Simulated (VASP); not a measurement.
# CdSe (P2_1) in VASP: notebook, part 2 of 2

VASP 6.6.1. The steps go on from the part before.

## (3) Single point, r2SCAN (strain +0.0250 x Voigt [0, 0, 0, 0, 0, 1])

POSCAR

```
CdSe
1.0
    4.2984999142      0.0537312489      0.0000000000
   -2.1027173306      3.6957444994      0.0000000000
    0.0000000000      0.0000000000      7.0152000000
Cd Se
2 2
Direct
    0.6666666667      0.3333333333      0.0000000000
    0.3333333333      0.6666666667      0.5000000000
    0.6666666667      0.3333333333      0.3750000000
    0.3333333333      0.6666666667      0.8750000000
```

INCAR.step1

```
SYSTEM = CdSe
ALGO = Normal
EDIFF = 1E-4
ENCUT = 520
GGA = PE
ISMEAR = 0
LASPH = .True.
LCHARG = .False.
LREAL = .False.
LWAVE = .True.
NBANDS = 26
NELM = 60
PREC = Accurate
SIGMA = 0.05
```

INCAR.step2

```
SYSTEM = CdSe
ALGO = Normal
EDIFF = 1E-7
ENCUT = 520
ISIF = 2
ISMEAR = 0
ISTART = 1
LASPH = .True.
LCHARG = .True.
LELF = .True.
LMIXTAU = .True.
LREAL = .False.
LVHAR = .True.
LWAVE = .False.
METAGGA = R2SCAN
NBANDS = 26
NELM = 60
PREC = Accurate
SIGMA = 0.05
```

KPOINTS

```
k-points
0
Gamma
  6 6 4
  0 0 0
```

Potentials or basis: VASP PAW PBE potentials, release 64 (Cd, Se).

The run is started by

```bash
$ cat potpaw_PBE.64/Cd/POTCAR potpaw_PBE.64/Se/POTCAR > POTCAR
$ cp INCAR.step1 INCAR
$ mpirun -np 1 vasp_std > vasp.out
$ cp INCAR.step2 INCAR
$ mpirun -np 1 vasp_std > vasp.out
```

OUTCAR:

```text
SYSTEM = CdSe
   EDIFF = 1E-7
   ENCUT = 520
   ISIF = 2
   ISMEAR = 0
   ISTART = 1
   LASPH = .True.
   LREAL = .False.
   METAGGA = R2SCAN
   NELM = 60
   PREC = Accurate

 ion  position               nearest neighbor table
   1  0.667  0.333  0.000-   4 2.61   3 2.63   4 2.63   4 2.66
   2  0.333  0.667  0.500-   3 2.61   4 2.63   3 2.63   3 2.66
   3  0.667  0.333  0.375-   2 2.61   1 2.63   2 2.63   2 2.66
   4  0.333  0.667  0.875-   1 2.61   2 2.63   1 2.63   1 2.66

  Warning from LATTYP: Monoclinic adjustment (A1->A3, A2->A1, A3->A2)!
[... 901 lines left out ...]
  --------------------------------------------------------------------------------------
  -------------------------------------------------------------------------------------
  Total        1.2861236      1.2672892      1.3528045     -0.6449040      0.0000000      0.0000000
  in kB       18.3593214     18.0904612     19.3111867     -9.2059577      0.0000000      0.0000000
  external PRESSURE =      18.5869898 kB  Pullay stress =       0.0000000 kB

 VOLUME and BASIS-vectors are now :
 -----------------------------------------------------------------------------
  energy-cutoff  :      520.00
  volume of cell :      112.24
      direct lattice vectors                 reciprocal lattice vectors
     4.298499914  0.053731249  0.000000000     0.230996461  0.131426905  0.000000000
    -2.102717331  3.695744499  0.000000000    -0.003358384  0.268670702  0.000000000
     0.000000000  0.000000000  7.015200000     0.000000000  0.000000000  0.142547611

 POSITION                                       TOTAL-FORCE (eV/Angst)
 -----------------------------------------------------------------------------------
      2.16476      1.26774      0.00000         0.146746     -0.005469     -0.016004
      0.03102      2.48174      3.50760        -0.146746      0.005469     -0.016004
      2.16476      1.26774      2.63070         0.178576     -0.005699      0.016004
      0.03102      2.48174      6.13830        -0.178576      0.005699      0.016004
 -----------------------------------------------------------------------------------
    total drift:                               -0.000000     -0.000000     -0.003051

  FREE ENERGIE OF THE ION-ELECTRON SYSTEM (eV)
  ---------------------------------------------------
  free  energy   TOTEN  =       -71.8009735525 eV

  energy  without entropy=      -71.8009735525  energy(sigma->0) =      -71.80097355
```

OUTCAR.step1:

```text
SYSTEM = CdSe
   EDIFF = 1E-4
   ENCUT = 520
   GGA = PE
   ISMEAR = 0
   LASPH = .True.
   LREAL = .False.
   NELM = 60
[... 928 lines left out ...]
      0.03102      2.48174      3.50760        -0.148581      0.005434     -0.014396
      2.16476      1.26774      2.63070         0.179854     -0.005600      0.014396
      0.03102      2.48174      6.13830        -0.179854      0.005600      0.014396
 -----------------------------------------------------------------------------------
    total drift:                               -0.000000     -0.000000      0.000352

  FREE ENERGIE OF THE ION-ELECTRON SYSTEM (eV)
  ---------------------------------------------------
  free  energy   TOTEN  =       -10.9102463569 eV

  energy  without entropy=      -10.9102463569  energy(sigma->0) =      -10.91024636
```

OSZICAR.step1:

```text
N       E                     dE             d eps       ncg     rms          rms(c)
DAV:   1     0.241794496771E+03    0.24179E+03   -0.17129E+04  3120   0.125E+03
DAV:   2     0.110658644941E+01   -0.24069E+03   -0.23300E+03  3398   0.309E+02
DAV:   3    -0.115585466559E+02   -0.12665E+02   -0.12594E+02  3728   0.711E+01
DAV:   4    -0.116623336188E+02   -0.10379E+00   -0.10369E+00  3504   0.610E+00
DAV:   5    -0.116629561008E+02   -0.62248E-03   -0.62246E-03  3502   0.455E-01    0.888E+00
DAV:   6    -0.109452056551E+02    0.71775E+00   -0.12290E+00  3686   0.110E+01    0.697E+00
DAV:   7    -0.109117145558E+02    0.33491E-01   -0.53902E-01  3348   0.374E+00    0.257E+00
DAV:   8    -0.109098992756E+02    0.18153E-02   -0.56655E-02  3250   0.239E+00    0.396E-01
DAV:   9    -0.109100136636E+02   -0.11439E-03   -0.73767E-03  3396   0.985E-01    0.111E-01
DAV:  10    -0.109101539686E+02   -0.14031E-03   -0.82082E-04  3288   0.313E-01    0.716E-02
DAV:  11    -0.109102463569E+02   -0.92388E-04   -0.20007E-04  2724   0.813E-02
   1 F= -.10910246E+02 E0= -.10910246E+02  d E =-.108522E-16
```

It took 11 min on 1 thread of Intel Xeon Platinum 8259CL at 2.50GHz (Skylake/Cascade Lake), shared host; peak memory 0.34 GiB.

What came out:

| Quantity | Value |
| --- | --- |
| Free energy | -71.8010 eV |
| Pressure | 1.9 GPa |
| Largest force | 0.179 eV/Å |
| Band gap on the k mesh | 1.12 eV |

Forces on the atoms (eV/Å):
```
Cd   0.147 -0.005 -0.016
Cd  -0.147  0.005 -0.016
Se   0.179 -0.006  0.016
Se  -0.179  0.006  0.016
```

Stress tensor (GPa, compression positive):
```
 1.84 -0.92  0.00
-0.92  1.81  0.00
 0.00  0.00  1.93
```

Caveat: the cell differs from its parent crystal (strain +0.0250 x Voigt [0, 0, 0, 0, 0, 1]); the PAW data sets were made with another functional, which shifts forces and pressure a little.

## (4) Single point, r2SCAN (strain +0.0150 x Voigt [0, 0, 0, 0, 0, 1])

Edit POSCAR of step 3 so:

```diff
@@ -2,4 +2,4 @@
 1.0
-    4.2984999142      0.0537312489      0.0000000000
-   -2.1027173306      3.6957444994      0.0000000000
+    4.2984999142      0.0322387494      0.0000000000
+   -2.1213303812      3.7064907492      0.0000000000
     0.0000000000      0.0000000000      7.0152000000
```

INCAR.step1

```
PREC = Accurate ; ENCUT = 520
ISMEAR = 0 ; SIGMA = 0.05
LREAL = F ; LASPH = T
NELM = 100 ; NBANDS = 26
GGA = PE ; ALGO = Normal
EDIFF = 1E-4 ; LWAVE = T
LCHARG = F
```

INCAR.step2

```
PREC = Accurate ; ENCUT = 520
EDIFF = 1E-6 ; ISMEAR = 0
SIGMA = 0.05 ; LREAL = F
LASPH = T ; NELM = 100
ALGO = Normal ; ISIF = 2
LWAVE = F ; LCHARG = F
METAGGA = R2SCAN ; LMIXTAU = T
NBANDS = 26 ; ISTART = 1
```

KPOINTS

```
regular mesh
0
Gamma
  6 6 4
```

Potentials or basis: VASP PAW PBE potentials, release 64 (Cd, Se).

The run is started by

```bash
$ cat potpaw_PBE.64/Cd/POTCAR potpaw_PBE.64/Se/POTCAR > POTCAR
$ cp INCAR.step1 INCAR
$ mpirun -np 1 vasp_std > vasp.out
$ cp INCAR.step2 INCAR
$ mpirun -np 1 vasp_std > vasp.out
```

OUTCAR:

```text
PREC = Accurate
   ENCUT = 520
   EDIFF = 1E-6
   ISMEAR = 0
   LREAL = F
   LASPH = T
   NELM = 100
   ISIF = 2
   METAGGA = R2SCAN
   ISTART = 1

 ion  position               nearest neighbor table
   1  0.667  0.333  0.000-   4 2.62   3 2.63   4 2.63   4 2.65
   2  0.333  0.667  0.500-   3 2.62   4 2.63   3 2.63   3 2.65
   3  0.667  0.333  0.375-   2 2.62   1 2.63   2 2.63   2 2.65
   4  0.333  0.667  0.875-   1 2.62   2 2.63   1 2.63   1 2.65

  Warning from LATTYP: Monoclinic adjustment (A1->A3, A2->A1, A3->A2)!
  LATTYP: Found a simple monoclinic cell.
 ALAT       =     4.2706107596
 B/A-ratio  =     1.6426690220
 C/A-ratio  =     1.0065587921
 COS(beta)  =    -0.4902045493

  Lattice vectors:

 A1 = (  -2.1213303812,   3.7064907492,   0.0000000000)
 A2 = (   0.0000000000,   0.0000000000,   7.0152000000)
 A3 = (   4.2984999142,   0.0322387494,   0.0000000000)

Analysis of symmetry for initial positions (statically):
=====================================================================
 Subroutine PRICEL returns:
 Original cell was already a primitive cell.

 Routine SETGRP: Setting up the symmetry group for a
 simple monoclinic supercell.

 Subroutine GETGRP returns: Found  2 space group operations
 (whereof  1 operations were pure point group operations)
 out of a pool of  4 trial point group operations.

The static configuration has the point symmetry C_1 .
 The point group associated with its full space group is C_2 .

Analysis of symmetry for dynamics (positions and initial velocities):
=====================================================================
 Subroutine PRICEL returns:
 Original cell was already a primitive cell.

 Routine SETGRP: Setting up the symmetry group for a
 simple monoclinic supercell.

 Subroutine GETGRP returns: Found  2 space group operations
 (whereof  1 operations were pure point group operations)
 out of a pool of  4 trial point group operations.

[... 123 lines left out ...]
   IMIX   =      4    mixing-type and parameters
     AMIX     =   0.40;   BMIX     =  1.00
     AMIX_MAG =   1.60;   BMIX_MAG =  1.00
  volume/ion in A,a.u.               =      28.06       189.37
  Fermi-wavevector in a.u.,A,eV,Ry     =   1.120596  2.117619 17.085309  1.255735
  Thomas-Fermi vector in A             =   2.257243
   LORBIT       =      0    0 simple, 1 ext, 2 COOP (PROOUT), +10 PAW based schemes
   METAGGA = R2SCAN    functional components
   LHFCALC =     F    Hartree Fock is set to
   AEXX    =    0.0000 exact exchange contribution
   IVDW    =     0    specifies the selected vdW correction
   LEPSILON=     F    determine dielectric tensor
   LRPA    =     F    only Hartree local field effects (RPA)
 non-spin polarized calculation
 Gauss-broadening in eV      SIGMA  =   0.05
  energy-cutoff  :      520.00
  volume of cell :      112.25
 maximum number of plane-waves:      3044
   NGX = 15   NGY = 15   NGZ = 27

 number of electron      35.9999999 magnetization

 Free energy of the ion-electron system (eV)
  ---------------------------------------------------
  ext. energy  EPLUGINS =         0.00000000
  ---------------------------------------------------
  free energy    TOTEN  =       -71.80625396 eV

  energy without entropy =      -71.80625396  energy(sigma->0) =      -71.80625396

 E-fermi :   0.9695     XC(G=0):  -9.4319

 val. band max:        0.6931166916   @ k =   0.0000   0.0000   0.0000
 cond. band min:       1.8259241858   @ k =   0.0000   0.0000   0.0000
 fundamental gap:      1.1328074942
 Fermi energy:         0.9694704343

 k-point     1 :       0.0000    0.0000    0.0000
  band No.  band energies     occupation
      1     -12.3737      2.00000
      2     -11.9858      2.00000
      3      -7.5046      2.00000
      4      -7.4958      2.00000
      5      -7.4878      2.00000
      6      -7.4183      2.00000
[... 685 lines left out ...]
     25       9.3751      0.00000
     26      10.6927      0.00000

 [... further k-points ...]

------------------------ aborting loop because EDIFF is reached ----------------------------------------

  FORCE on cell =-STRESS in cart. coord.  units (eV):
  Direction    XX          YY          ZZ          XY          YZ          ZX
  --------------------------------------------------------------------------------------
  -------------------------------------------------------------------------------------
  Total        1.2593344      1.2528023      1.3489868     -0.3870023      0.0000000      0.0000000
  in kB       17.9751101     17.8818731     19.2547634     -5.5238769      0.0000000      0.0000000
  external PRESSURE =      18.3705822 kB  Pullay stress =       0.0000000 kB

 VOLUME and BASIS-vectors are now :
 -----------------------------------------------------------------------------
  energy-cutoff  :      520.00
  volume of cell :      112.25
      direct lattice vectors                 reciprocal lattice vectors
     4.298499914  0.032238749  0.000000000     0.231644970  0.132577024  0.000000000
    -2.121330381  3.706490749  0.000000000    -0.002014829  0.268643833  0.000000000
     0.000000000  0.000000000  7.015200000     0.000000000  0.000000000  0.142547611

 POSITION                                       TOTAL-FORCE (eV/Angst)
 -----------------------------------------------------------------------------------
      2.15856      1.25699      0.00000         0.088019     -0.001806     -0.019530
      0.01861      2.48174      3.50760        -0.088019      0.001806     -0.019530
      2.15856      1.25699      2.63070         0.106883     -0.002131      0.019530
      0.01861      2.48174      6.13830        -0.106883      0.002131      0.019530
 -----------------------------------------------------------------------------------
    total drift:                               -0.000000     -0.000000     -0.003036

  FREE ENERGIE OF THE ION-ELECTRON SYSTEM (eV)
  ---------------------------------------------------
  free  energy   TOTEN  =       -71.8062539594 eV

  energy  without entropy=      -71.8062539594  energy(sigma->0) =      -71.80625396
```

Run time: 10 min. Hardware: 1 thread of Intel Xeon Platinum 8259CL at 2.50GHz (Skylake/Cascade Lake), shared host; peak memory 0.35 GiB.

What came out:

- Free energy: -71.8063 eV
- Pressure: 1.8 GPa
- Largest force: 0.109 eV/Å
- Band gap on the k mesh: 1.13 eV

Forces on the atoms (eV/Å):
```
Cd   0.088 -0.002 -0.020
Cd  -0.088  0.002 -0.020
Se   0.107 -0.002  0.020
Se  -0.107  0.002  0.020
```

Caveat: the cell differs from its parent crystal (strain +0.0150 x Voigt [0, 0, 0, 0, 0, 1]); the PAW data sets were made with another functional, which shifts forces and pressure a little.

## (5) Single point, r2SCAN (strain +0.0050 x Voigt [0, 0, 0, 0, 0, 1])

Edit POSCAR of step 4 so:

```diff
@@ -2,4 +2,4 @@
 1.0
-    4.2984999142      0.0322387494      0.0000000000
-   -2.1213303812      3.7064907492      0.0000000000
+    4.2984999142      0.0107462498      0.0000000000
+   -2.1399434318      3.7172369990      0.0000000000
     0.0000000000      0.0000000000      7.0152000000
```

Edit INCAR.step1 of step 4 so:

```diff
@@ -3,3 +3,3 @@
 LREAL = F ; LASPH = T
-NELM = 100 ; NBANDS = 26
+NELM = 60 ; NBANDS = 26
 GGA = PE ; ALGO = Normal
```

Edit INCAR.step2 of step 4 so:

```diff
@@ -3,3 +3,3 @@
 SIGMA = 0.05 ; LREAL = F
-LASPH = T ; NELM = 100
+LASPH = T ; NELM = 60
 ALGO = Normal ; ISIF = 2
```

KPOINTS is that of step 4.

The run is started by

```bash
$ cat potpaw_PBE.64/Cd/POTCAR potpaw_PBE.64/Se/POTCAR > POTCAR
$ cp INCAR.step1 INCAR
$ mpirun -np 1 vasp_std > vasp.out
$ cp INCAR.step2 INCAR
$ mpirun -np 1 vasp_std > vasp.out
```

Wall time 9.3 min (1 thread of Intel Xeon Platinum 8259CL at 2.50GHz (Skylake/Cascade Lake), shared host); peak memory 0.34 GiB.

It converged, with:

```
Free energy            : -71.8089 eV
Pressure               : 1.8 GPa
Largest force          : 0.041 eV/Å
Band gap on the k mesh : 1.15 eV
```

Forces in eV/Å, atoms in the order of the input:
```
Cd   0.029  0.000 -0.021
Cd  -0.029  0.000 -0.021
Se   0.035  0.000  0.021
Se  -0.035  0.000  0.021
```

Stress tensor (GPa, compression positive):
```
 1.78 -0.18  0.00
-0.18  1.78  0.00
 0.00  0.00  1.92
```

Levels at points of the mesh, in eV from the valence-band top:
```tsv
k point	band 15	band 16	band 17	band 18	band 19	band 20	band 21	band 22
(0.00, 0.00, 0.00)	-0.78	-0.06	-0.02	0.00	1.15	2.68	6.35	6.39
(0.50, 0.00, 0.00)	-2.73	-1.89	-1.37	-0.76	3.69	3.73	5.07	6.63
(0.00, 0.50, 0.00)	-2.72	-1.91	-1.37	-0.77	3.68	3.70	5.07	6.64
(0.50, 0.50, 0.00)	-2.72	-1.93	-1.38	-0.79	3.66	3.68	5.07	6.65
(0.00, 0.00, 0.50)	-0.42	-0.42	-0.41	-0.41	2.84	2.84	6.31	6.31
(0.50, 0.00, 0.50)	-1.40	-1.40	-1.36	-1.36	3.34	3.34	5.28	5.28
(0.00, 0.50, 0.50)	-1.40	-1.40	-1.38	-1.38	3.33	3.33	5.27	5.27
(0.50, 0.50, 0.50)	-1.40	-1.40	-1.40	-1.40	3.32	3.32	5.27	5.27
```

Caveat: the cell differs from its parent crystal (strain +0.0050 x Voigt [0, 0, 0, 0, 0, 1]); the PAW data sets were made with another functional, which shifts forces and pressure a little.

## (6) Overview

```csv
cell,gap on the mesh (eV),pressure (GPa),largest force (eV/Å)
"a = 4.299, b = 4.234, c = 7.015 Å, angles 90.0, 90.0, 118.5°, 4 atoms",1.10,1.9,0.25
"a = 4.299, b = 4.252, c = 7.015 Å, angles 90.0, 90.0, 118.9°, 4 atoms",1.12,1.9,0.18
"a = 4.299, b = 4.271, c = 7.015 Å, angles 90.0, 90.0, 119.4°, 4 atoms",1.13,1.8,0.11
"a = 4.299, b = 4.289, c = 7.015 Å, angles 90.0, 90.0, 119.8°, 4 atoms",1.15,1.8,0.04
```

Alike in all rows: task single point; level r2SCAN; potentials or basis VASP PAW PBE potentials, release 64 (Cd, Se); no spin polarisation; k mesh 6 × 6 × 4; cutoff (eV) 520; smearing gaussian 0.05 eV.

Caveats: the PAW data sets were made with another functional, which shifts forces and pressure a little.

Absolute energies hang on the potentials; compare differences alone.
